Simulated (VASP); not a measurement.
# Na (Pm-3m) in VASP: notebook

Na is run at these levels: PBEsol; tasks: single point.

All numbers are computed with VASP 6.6.1; they aren't measurements. Logs are shortened: lines on timing, memory, paths and dates and some standing lists are left out, and cuts for length are marked.

**1. The cell of the first run**

It takes space group Pm-3m (No. 221, cubic). The conventional cell has a = 2.626 Å, b = 2.626 Å, c = 2.626 Å, α = 90.00°, β = 90.00°, γ = 90.00°. Na (site symmetry m-3m) has 6 Na at 2.63 Å within 3.5 Å.

This isn't the form of Na at room conditions, which is bcc.

**2. Single point, PBEsol**

Input file INCAR:

```
  PREC = Accurate
  ENCUT = 520
  EDIFF = 1E-6
  ISMEAR = 1
  SIGMA = 0.1
  LREAL = F
  LASPH = T
  NELM = 60
  ALGO = Normal
  ISIF = 2
  LWAVE = F
  LCHARG = F
  GGA = PS
  NBANDS = 10
```

Input file KPOINTS:

```
Automatic mesh
0
Gamma
  12 12 12
```

Input file POSCAR:

```
Na
1.0
    2.6263098878      0.0000000000      0.0000000000
    0.0000000000      2.6263098878      0.0000000000
    0.0000000000      0.0000000000      2.6263098878
Na
1
Direct
    0.0000000000      0.0000000000      0.0000000000
```

Potentials or basis: VASP PAW PBE potentials, release 64 (Na_pv).

Launch:

```console
> cat potpaw_PBE.64/Na_pv/POTCAR > POTCAR
> mpirun -np 1 vasp_std > vasp.out
```

OUTCAR:

```text
PREC = Accurate
   ENCUT = 520
   EDIFF = 1E-6
   ISMEAR = 1
   LREAL = F
   LASPH = T
   NELM = 60
   ISIF = 2
   GGA = PS

 ion  position               nearest neighbor table
   1  0.000  0.000  0.000-

  LATTYP: Found a simple cubic cell.
 ALAT       =     2.6263098878

  Lattice vectors:

 A1 = (   2.6263098878,   0.0000000000,   0.0000000000)
 A2 = (   0.0000000000,   2.6263098878,   0.0000000000)
 A3 = (   0.0000000000,   0.0000000000,   2.6263098878)

Analysis of symmetry for initial positions (statically):
=====================================================================
 Subroutine PRICEL returns:
 Original cell was already a primitive cell.

 Routine SETGRP: Setting up the symmetry group for a
 simple cubic supercell.

 Subroutine GETGRP returns: Found 48 space group operations
 (whereof 48 operations were pure point group operations)
 out of a pool of 48 trial point group operations.

The static configuration has the point symmetry O_h .

Analysis of symmetry for dynamics (positions and initial velocities):
=====================================================================
 Subroutine PRICEL returns:
 Original cell was already a primitive cell.

 Routine SETGRP: Setting up the symmetry group for a
 simple cubic supercell.

 Subroutine GETGRP returns: Found 48 space group operations
 (whereof 48 operations were pure point group operations)
 out of a pool of 48 trial point group operations.

The dynamic configuration has the point symmetry O_h .

 Subroutine INISYM returns: Found 48 space group operations
 (whereof 48 operations are pure point group operations),
 and found     1 'primitive' translations

----------------------------------------------------------------------------------------

                                     Primitive cell

  volume of cell :      18.1150

  direct lattice vectors                    reciprocal lattice vectors
     2.626309888  0.000000000  0.000000000     0.380762379  0.000000000  0.000000000
     0.000000000  2.626309888  0.000000000     0.000000000  0.380762379  0.000000000
     0.000000000  0.000000000  2.626309888     0.000000000  0.000000000  0.380762379

  length of vectors
     2.626309888  2.626309888  2.626309888     0.380762379  0.380762379  0.380762379

  position of ions in fractional coordinates (direct lattice)
     0.000000000  0.000000000  0.000000000

  ion indices of the primitive-cell ions
   primitive index   ion index
                 1           1

----------------------------------------------------------------------------------------

 KPOINTS: Automatic mesh

Automatic generation of k-mesh.
 Grid dimensions read from file:
 generate k-points for:   12   12   12

 Generating k-lattice:

  Cartesian coordinates                     Fractional coordinates (reciprocal lattice)
     0.031730198  0.000000000  0.000000000     0.083333333  0.000000000  0.000000000
     0.000000000  0.031730198  0.000000000     0.000000000  0.083333333  0.000000000
     0.000000000  0.000000000  0.031730198     0.000000000  0.000000000  0.083333333

  Length of vectors
     0.031730198  0.031730198  0.031730198

  Shift w.r.t. Gamma in fractional coordinates (k-lattice)
     0.000000000  0.000000000  0.000000000

 Subroutine IBZKPT returns following result:
 ===========================================

 Found     84 irreducible k-points:

 Following reciprocal coordinates:
            Coordinates               Weight
  0.000000  0.000000  0.000000      1.000000
  0.083333  0.000000  0.000000      6.000000
  0.166667  0.000000  0.000000      6.000000
  0.250000  0.000000  0.000000      6.000000
  0.333333  0.000000  0.000000      6.000000
  0.416667  0.000000  0.000000      6.000000
[... 16 lines left out ...]
  0.333333  0.333333  0.000000     12.000000
  0.416667  0.333333  0.000000     24.000000
 [... further k-points ...]
   k-points           NKPTS =     84   k-points in BZ     NKDIM =     84   number of bands    NBANDS=     10
   number of dos      NEDOS =    301   number of ions     NIONS =      1
   total plane-waves  NPLWV =   8000
   dimension x,y,z NGX =    20 NGY =   20 NGZ =   20
   dimension x,y,z NGXF=    40 NGYF=   40 NGZF=   40
   ions per type =               1
   NGX,Y,Z   is equivalent  to a cutoff of  12.66, 12.66, 12.66 a.u.
   NGXF,Y,Z  is equivalent  to a cutoff of  25.32, 25.32, 25.32 a.u.
 SYSTEM =  unknown system
   PREC   = accura    normal or accurate (medium, high low for compatibility)
   ISTART =      0    job   : 0-new  1-cont  2-samecut
   ICHARG =      2    charge: 1-file 2-atom 10-const
   ISPIN  =      1    spin polarized calculation?
   LNONCOLLINEAR =      F non collinear calculations
   LSORBIT =      F    spin-orbit coupling
   LASPH  =      T    aspherical Exc in radial PAW
   ENCUT  =  520.0 eV  38.22 Ry    6.18 a.u.   4.88  4.88  4.88*2*pi/ulx,y,z
   NELM   =     60;   NELMIN=  2; NELMDL= -5     # of ELM steps
   EDIFF  = 0.1E-05   stopping-criterion for ELM
   LREAL  =      F    real-space projection
   EDIFFG = 0.1E-04   stopping-criterion for IOM
   NSW    =      0    number of steps for IOM
   IBRION =     -1    ionic relax: 0-MD 1-quasi-New 2-CG
   NFREE  =      0    steps in history (QN), initial steepest desc. (CG)
   ISIF   =      2    stress and relaxation
   ISYM   =      2    0-nonsym 1-usesym 2-fastsym
   POTIM  = 0.5000    time-step for ionic-motion
   TEBEG  =    0.0;   TEEND  =   0.0 temperature during run
   PSTRESS=    0.0 pullay stress
   NELECT =       7.0000    total number of electrons
   NUPDOWN=      -1.0000    fix difference up-down
   EMIN   =  10.00;   EMAX   =-10.00  energy-range for DOS
   EFERMI =   0.00;   METHOD = LEGACY
   ISMEAR =     1;   SIGMA  =   0.10  broadening in eV -4-tet -1-fermi 0-gaus
   EFERMI_NEDOS =   21; number of points for ismear=-14 and -15
   IALGO  =     38    algorithm
   IMIX   =      4    mixing-type and parameters
     AMIX     =   0.40;   BMIX     =  1.00
     AMIX_MAG =   1.60;   BMIX_MAG =  1.00
  volume/ion in A,a.u.               =      18.11       122.25
  Fermi-wavevector in a.u.,A,eV,Ry     =   1.192417  2.253342 19.345561  1.421859
  Thomas-Fermi vector in A             =   2.328456
   LORBIT       =      0    0 simple, 1 ext, 2 COOP (PROOUT), +10 PAW based schemes
   GGA     = PS    functional components
   LHFCALC =     F    Hartree Fock is set to
   AEXX    =    0.0000 exact exchange contribution
   IVDW    =     0    specifies the selected vdW correction
   LEPSILON=     F    determine dielectric tensor
   LRPA    =     F    only Hartree local field effects (RPA)
 non-spin polarized calculation
 Methfessel and Paxton  Order N= 1 SIGMA  =   0.10
  energy-cutoff  :      520.00
  volume of cell :       18.11
 maximum number of plane-waves:       500
 NGX is ok and might be reduce to    20
   NGX =  9   NGY =  9   NGZ =  9

 number of electron       7.0000009 magnetization

 Free energy of the ion-electron system (eV)
  ---------------------------------------------------
  ext. energy  EPLUGINS =         0.00000000
  ---------------------------------------------------
  free energy    TOTEN  =        -0.57382270 eV

  energy without entropy =       -0.57350100  energy(sigma->0) =       -0.57371547

 E-fermi :   3.3963     XC(G=0):  -8.7748

 val. band max:        3.3649613721   @ k =   0.3333   0.2500   0.2500
 cond. band min:       3.4049925490   @ k =   0.5000   0.0833   0.0833
 fundamental gap:      0.0400311769
 Fermi energy:         3.3963454120

 k-point     1 :       0.0000    0.0000    0.0000
  band No.  band energies     occupation
      1     -21.6537      2.00000
      2     -21.6537      2.00000
      3     -21.6537      2.00000
      4      -1.6920      2.00000
      5      15.3989      0.00000
      6      15.3989      0.00000
      7      19.5537      0.00000
      8      19.5537      0.00000
      9      19.5537      0.00000
     10      25.4337      0.00000

 k-point     2 :       0.0833    0.0000    0.0000
  band No.  band energies     occupation
      1     -21.6875      2.00000
      2     -21.6509      2.00000
      3     -21.6509      2.00000
      4      -1.5274      2.00000
      5      14.3011      0.00000
      6      15.5414      0.00000
      7      19.6366      0.00000
      8      19.6366      0.00000
      9      20.2473      0.00000
     10      26.1987      0.00000

 k-point     3 :       0.1667    0.0000    0.0000
  band No.  band energies     occupation
      1     -21.7789      2.00000
      2     -21.6430      2.00000
      3     -21.6430      2.00000
      4      -1.0400      2.00000
      5      12.1900      0.00000
      6      15.9661      0.00000
      7      19.8816      0.00000
      8      19.8816      0.00000
      9      21.3563      0.00000
     10      28.2516      0.00000

 k-point     4 :       0.2500    0.0000    0.0000
  band No.  band energies     occupation
      1     -21.9019      2.00000
      2     -21.6323      2.00000
      3     -21.6323      2.00000
      4      -0.2483      2.00000
      5       9.9315      0.00000
      6      16.6610      0.00000
      7      20.2742      0.00000
      8      20.2742      0.00000
      9      22.4559      0.00000
     10      28.2017      0.00000

 k-point     5 :       0.3333    0.0000    0.0000
  band No.  band energies     occupation
      1     -22.0227      2.00000
      2     -21.6215      2.00000
      3     -21.6215      2.00000
      4       0.8202      2.00000
      5       7.7635      0.00000
      6      17.5905      0.00000
      7      20.7741      0.00000
      8      20.7741      0.00000
      9      23.5537      0.00000
     10      25.7680      0.00000

 k-point     6 :       0.4167    0.0000    0.0000
  band No.  band energies     occupation
      1     -22.1098      2.00000
      2     -21.6136      2.00000
      3     -21.6136      2.00000
      4       2.1139      2.00000
      5       5.7981      0.00000
      6      18.6254      0.00000
      7      21.2691      0.00000
      8      21.2691      0.00000
      9      23.8301      0.00000
     10      24.4961      0.00000

 k-point     7 :       0.5000    0.0000    0.0000
  band No.  band energies     occupation
      1     -22.1415      2.00000
      2     -21.6107      2.00000
      3     -21.6107      2.00000
      4       3.1676      2.00569
      5       4.5190     -0.00000
      6      19.2178      0.00000
      7      21.5025      0.00000
      8      21.5025      0.00000
      9      22.9367      0.00000
     10      24.9024      0.00000

 k-point     8 :       0.0833    0.0833    0.0000
  band No.  band energies     occupation
      1     -21.6883      2.00000
      2     -21.6805      2.00000
      3     -21.6480      2.00000
      4      -1.3639      2.00000
      5      14.0747      0.00000
      6      14.9101      0.00000
      7      19.2887      0.00000
      8      19.7215      0.00000
      9      21.4414      0.00000
     10      26.7804      0.00000

 k-point     9 :       0.1667    0.0833    0.0000
  band No.  band energies     occupation
      1     -21.7756      2.00000
      2     -21.6754      2.00000
      3     -21.6402      2.00000
      4      -0.8800      2.00000
      5      12.2757      0.00000
      6      15.0550      0.00000
      7      19.4478      0.00000
      8      19.9726      0.00000
      9      22.8515      0.00000
     10      28.3828      0.00000
[... 118 lines left out ...]
 k-point    19 :       0.2500    0.2500    0.0000
  band No.  band energies     occupation
      1     -21.8830      2.00000
      2     -21.8528      2.00000
      3     -21.6117      2.00000
      4       1.1103      2.00000
      5      10.6146      0.00000
      6      11.7724      0.00000
      7      19.4521      0.00000
      8      21.1532      0.00000
      9      23.1363      0.00000
     10      28.0451      0.00000

 k-point    20 :       0.3333    0.2500    0.0000
  band No.  band energies     occupation
      1     -21.9842      2.00000
      2     -21.8496      2.00000
      3     -21.6014      2.00000
      4       2.1180      2.00000
      5       8.9388      0.00000
      6      12.1488      0.00000
      7      18.2329      0.00000
      8      21.7754      0.00000
      9      23.3223      0.00000
     10      27.0494      0.00000

 k-point    21 :       0.4167    0.2500    0.0000
  band No.  band energies     occupation
      1     -22.0663      2.00000
      2     -21.8381      2.00000
      3     -21.5939      2.00000
      4       3.3269      1.91596
      5       7.0647      0.00000
      6      13.1235      0.00000
      7      16.7447      0.00000
      8      22.4301      0.00000
      9      24.3091      0.00000
     10      26.0687      0.00000

 k-point    22 :       0.5000    0.2500    0.0000
  band No.  band energies     occupation
      1     -22.0962      2.00000
      2     -21.8338      2.00000
      3     -21.5911      2.00000
      4       4.2368     -0.00000
      5       5.9247      0.00000
      6      13.7936      0.00000
      7      15.8829      0.00000
      8      22.7733      0.00000
      9      25.2166      0.00000
     10      25.6017      0.00000

 k-point    23 :       0.3333    0.3333    0.0000
  band No.  band energies     occupation
      1     -21.9740      2.00000
      2     -21.9519      2.00000
      3     -21.5914      2.00000
      4       3.0821      2.00008
      5       9.5070      0.00000
      6      10.2961      0.00000
      7      16.5238      0.00000
      8      22.4886      0.00000
      9      24.0614      0.00000
     10      26.5765      0.00000

 k-point    24 :       0.4167    0.3333    0.0000
  band No.  band energies     occupation
      1     -22.0445      2.00000
      2     -21.9479      2.00000
      3     -21.5840      2.00000
      4       4.2329     -0.00000
      5       7.9826      0.00000
      6      10.9420      0.00000
      7      14.9366      0.00000
      8      23.2644      0.00000
      9      25.2035      0.00000
     10      25.9217      0.00000

 [... further k-points ...]
[... 5 lines left out ...]
  --------------------------------------------------------------------------------------
  -------------------------------------------------------------------------------------
  Total        2.2481821      2.2481821      2.2481821     -0.0000000     -0.0000000     -0.0000000
  in kB      198.8401852    198.8401852    198.8401852     -0.0000000     -0.0000000     -0.0000000
  external PRESSURE =     198.8401852 kB  Pullay stress =       0.0000000 kB

 VOLUME and BASIS-vectors are now :
 -----------------------------------------------------------------------------
  energy-cutoff  :      520.00
  volume of cell :       18.11
      direct lattice vectors                 reciprocal lattice vectors
     2.626309888  0.000000000  0.000000000     0.380762379  0.000000000  0.000000000
     0.000000000  2.626309888  0.000000000     0.000000000  0.380762379  0.000000000
     0.000000000  0.000000000  2.626309888     0.000000000  0.000000000  0.380762379

 POSITION                                       TOTAL-FORCE (eV/Angst)
 -----------------------------------------------------------------------------------
      0.00000      0.00000      0.00000         0.000000      0.000000      0.000000
 -----------------------------------------------------------------------------------
    total drift:                                0.000000      0.000000      0.000000

  FREE ENERGIE OF THE ION-ELECTRON SYSTEM (eV)
  ---------------------------------------------------
  free  energy   TOTEN  =        -0.5738226972 eV

  energy  without entropy=       -0.5735010029  energy(sigma->0) =       -0.57371547
```

Run time: 4.3 s. Hardware: 1 thread of Intel Xeon 6975P-C (Granite Rapids), shared host; peak memory 0.12 GiB.

Results:

```
Free energy            : -0.5738 eV
Pressure               : 19.9 GPa
Band gap on the k mesh : zero (an odd number of electrons rules out a gap without spin polarisation)
```

Caveat: the cell stands under pressure; the PAW data sets were made with another functional, which shifts forces and pressure a little.

**3. Single point, PBEsol**

This run uses another cell than the first one, of 22.21 Å³/atom.

Input file INCAR:

```
SYSTEM = Na
PREC = Accurate ; ENCUT = 520
EDIFF = 1E-6 ; ISMEAR = 1
SIGMA = 0.1 ; LREAL = .False.
LASPH = .True. ; NELM = 100
ALGO = Normal ; ISIF = 2
LWAVE = .False. ; LCHARG = .False.
GGA = PS ; NBANDS = 10
```

Input file KPOINTS:

```
regular mesh
0
Gamma
  12 12 12
  0 0 0
```

Input file POSCAR:

```
Na
1.0
    2.8108872802      0.0000000000      0.0000000000
    0.0000000000      2.8108872802      0.0000000000
    0.0000000000      0.0000000000      2.8108872802
Na
1
Direct
    0.0000000000      0.0000000000      0.0000000000
```

Potentials or basis: VASP PAW PBE potentials, release 64 (Na_pv).

Launch:

```console
> cat potpaw_PBE.64/Na_pv/POTCAR > POTCAR
> mpirun -np 1 vasp_std > vasp.out
```

It took 4.7 s on 1 thread of Intel Xeon 6975P-C (Granite Rapids), shared host; peak memory 0.14 GiB.

Results (log left out):

```
Free energy            : -0.9426 eV
Pressure               : 9.9 GPa
Band gap on the k mesh : zero (an odd number of electrons rules out a gap without spin polarisation)
```

Levels at points of the mesh, in eV from the Fermi level:
| k point | band 1 | band 2 | band 3 | band 4 | band 5 | band 6 | band 7 |
| --- | --- | --- | --- | --- | --- | --- | --- |
| (0.00, 0.00, 0.00) | -24.90 | -24.90 | -24.90 | -4.51 | 10.94 | 10.94 | 14.10 |
| (0.50, 0.00, 0.00) | -25.19 | -24.88 | -24.88 | -0.17 | 0.80 | 14.29 | 16.28 |
| (0.50, 0.50, 0.00) | -25.14 | -25.14 | -24.86 | 3.47 | 4.49 | 4.49 | 6.96 |
| (0.50, 0.50, 0.50) | -25.10 | -25.10 | -25.10 | 7.41 | 7.41 | 7.41 | 9.16 |

Caveat: the cell stands under pressure; the PAW data sets were made with another functional, which shifts forces and pressure a little.
